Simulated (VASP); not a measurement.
Wanted: the native input for a VASP 6.6.1 run.

```yaml
Task: single point
Functional: PBEsol
Dispersion: D3(BJ)
Potentials_or_basis: VASP PAW PBE potentials, release 64 (C)
Cutoff: 520 eV
k_mesh: 16 × 16 × 16
Occupations: gaussian, width 0.03 eV
Spin: no spin polarisation
Dipole_correction: no
Further_INCAR_settings: ALGO = Normal; EDIFF = 1e-07; NBANDS = 11
```

The structure of C lies in POSCAR:

```
C
1.0
    0.0000000000      2.0894413751      3.2641567761
    1.2071379834      0.0000000000      3.2641567761
    1.2071379834      2.0894413751      0.0000000000
C
2
Direct
    0.1784547694      0.8215452306      0.1784547694
    0.8215452306      0.1784547694      0.8215452306
```

This cell differs from its parent crystal: atoms shifted along a free coordinate.

The input as run:

INCAR

```
SYSTEM = C
ALGO = Normal
EDIFF = 1E-7
ENCUT = 520
GGA = PS
ISIF = 2
ISMEAR = 0
IVDW = 12
LASPH = .TRUE.
LCHARG = .FALSE.
LREAL = .FALSE.
LWAVE = .FALSE.
NBANDS = 11
NELM = 100
PREC = Accurate
SIGMA = 0.03
```

KPOINTS

```
k-points
0
G
  16 16 16
  0 0 0
```

Potentials or basis: VASP PAW PBE potentials, release 64 (C).

Command:

```console
$ cat potpaw_PBE.64/C/POTCAR > POTCAR
$ mpirun -np 1 vasp_std > vasp.out
```

It gave:

* Pressure: 23.6 GPa
* Largest force: 5.401 eV/Å
* Dispersion energy per atom: -0.112 eV

Caveat: the cell differs from its parent crystal (atoms shifted along a free coordinate); the stress differs along the axes, from 0 to 51 GPa; the PAW data sets were made with another functional, which shifts forces and pressure a little.

It took 77 s on 1 thread of AMD EPYC 9R45 (Zen 5), with other jobs on the host, peak memory 0.18 GiB.
